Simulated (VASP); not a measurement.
Input of a VASP 6.6.1 run:

The input INCAR:

```
  PREC = Accurate
  ENCUT = 520
  EDIFF = 1E-6
  ISMEAR = 0
  SIGMA = 0.1
  LREAL = False
  LASPH = True
  NELM = 150
  ALGO = Normal
  ISIF = 2
  LWAVE = False
  LCHARG = False
  ISPIN = 2
  MAGMOM = 0 0.22 0 0 0
  LORBIT = 11
  LMAXMIX = 4
  GGA = PS
  NBANDS = 32
```

File KPOINTS:

```
Automatic mesh
0
Gamma
  10 10 10
```

File POSCAR:

```
SrVO3
1.0
    3.9333183583      0.0000000000      0.0000000000
    0.0000000000      3.9333183583      0.0000000000
    0.0000000000      0.0000000000      3.9333183583
Sr V O
1 1 3
Direct
    0.5000000000      0.5000000000      0.5000000000
    0.0000000000      0.0000000000      0.0000000000
    0.5000000000      0.0000000000      0.0000000000
    0.0000000000      0.5000000000      0.0000000000
    0.0000000000      0.0000000000      0.5000000000
```

Potentials or basis: VASP PAW PBE potentials, release 64 (Sr_sv, V_sv, O).

Command:

```sh
$ cat potpaw_PBE.64/Sr_sv/POTCAR potpaw_PBE.64/V_sv/POTCAR potpaw_PBE.64/O/POTCAR > POTCAR
$ mpirun -np 1 vasp_std > vasp.out
```

Question: Predict the site moments.

Answer: Sr +0.00; V +0.34; O -0.00 μB.

Question: Predict the pressure.

Answer: -14.7 GPa.

Question: What does it give for the net moment?

Answer: 0.36 μB per cell.

Caveat: the cell stands under tension; a moment this small can come from the mesh or the smearing; the PAW data sets were made with another functional, which shifts forces and pressure a little.
